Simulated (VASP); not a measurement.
Wanted: the native input for a VASP 6.6.1 run.

- Task: single point
- Functional: PBE
- Potentials or basis: VASP PAW PBE potentials, release 64 (Ir)
- Cutoff: 520 eV
- k mesh: 15 × 15 × 1
- Occupations: fermi-dirac, width 0.1 eV
- Spin: no spin polarisation
- Dipole correction: yes
- Further INCAR settings: ALGO = Normal; EDIFF = 1e-07; NBANDS = 30

The structure of Ir lies in POSCAR:

```
Ir
1.0
    2.7380282313      0.0000000000      0.0000000000
   -1.3690141156      2.3712020046      0.0000000000
    0.0000000000      0.0000000000     19.8373000000
Ir
5
Direct
    0.8333333333      0.1666666667      0.2772562538
    0.1666666667      0.8333333333      0.3875926494
    0.5000000000      0.5000000000      0.5000000020
    0.8333333333      0.1666666667      0.6124073531
    0.1666666667      0.8333333333      0.7227437462
```

One way to write it, as run:

INCAR

```
SYSTEM = Ir
PREC = Accurate
ENCUT = 520
EDIFF = 1E-7
ISMEAR = -1
SIGMA = 0.1
LREAL = .FALSE.
LASPH = .TRUE.
NELM = 60
ALGO = Normal
ISIF = 2
LWAVE = .FALSE.
LCHARG = .FALSE.
LDIPOL = .TRUE.
IDIPOL = 3
DIPOL = 0.5 0.5 0.500
GGA = PE
NBANDS = 30
```

KPOINTS

```
regular mesh
0
G
  15 15 1
  0 0 0
```

Potentials or basis: VASP PAW PBE potentials, release 64 (Ir).

Command:

```sh
$ cat potpaw_PBE.64/Ir/POTCAR > POTCAR
$ mpirun -np 1 vasp_std > vasp.out
```

It gave:

```yaml
Largest_force: 0.026 eV/Å
Band_gap_on_the_k_mesh: zero (an odd number of electrons rules out a gap without spin polarisation)
```

Caveat: spin-orbit coupling is left out, which moves the levels of the heavy elements.

It took 99 s on 1 thread of Intel(R) Xeon(R) 6975P-C (Granite Rapids) (shared host), peak memory 0.27 GiB.
